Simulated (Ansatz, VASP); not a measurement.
## One calculation of Ir, two programs

The input INCAR:

```
SYSTEM = Ir
  PREC = Accurate
  ENCUT = 520
  EDIFF = 1E-6
  ISMEAR = 1
  SIGMA = 0.15
  LREAL = .FALSE.
  LASPH = .TRUE.
  NELM = 80
  ALGO = Normal
  ISIF = 2
  LWAVE = .FALSE.
  LCHARG = .FALSE.
  GGA = PS
  NBANDS = 16
```

KPOINTS

```
regular mesh
0
G
  14 14 8
  0 0 0
```

POSCAR

```
Ir
1.0
    2.7513778900      0.0000000000      0.0000000000
   -1.3756889500      2.3827631500      0.0000000000
    0.0000000000      0.0000000000      4.4622900000
Ir
2
Direct
    0.6666666720      0.3333333319      0.7500000000
    0.3333333337      0.6666666723      0.2500000000
```

Input for Ansatz:

```yaml
crystal:
  lattice:
    - [2.75137789, 0.0, 0.0]
    - [-1.37568895, 2.38276315, 0.0]
    - [0.0, 0.0, 4.46229]
  atoms:
    - { symbol: Ir, position: [0.6666666720247695, 0.33333333193439724, 0.75] }
    - { symbol: Ir, position: [0.3333333337081771, 0.6666666722624109, 0.25] }
basis:
  ecutwfc: 550.0
kpoints:
  mp_grid:
    grid: [14, 14, 8]
hamiltonian:
  xc: pbesol
scf:
  occupations:
    method: cold
    width: 0.15
output:
  stress: true
```

Alike in both runs: task single point; functional PBEsol; k mesh 14 × 14 × 8; no spin polarisation.

```csv
,VASP,Ansatz
version,VASP 6.6.1,Ansatz 0.2.0
potentials or method,"VASP PAW PBE potentials, release 64 (Ir), cutoff 520 eV","plane waves, PAW"
occupations,"methfessel-paxton of order 1, width 0.15 eV","cold, width 0.15 eV"
valence electrons in the cell,18,34
```

```tsv
	VASP	Ansatz	Ansatz less VASP
pressure (GPa)	-11.8	-12.5	-0.78
traceless stress, the component that is largest in VASP (GPa)	-0.23	-0.48	-0.243
```

VASP's potentials were made for PBE, not for PBEsol. VASP's potentials hold 18 valence electrons a cell and Ansatz's 34, so a difference there can come from the potentials and not from the codes.

Neither program's run includes spin-orbit coupling.
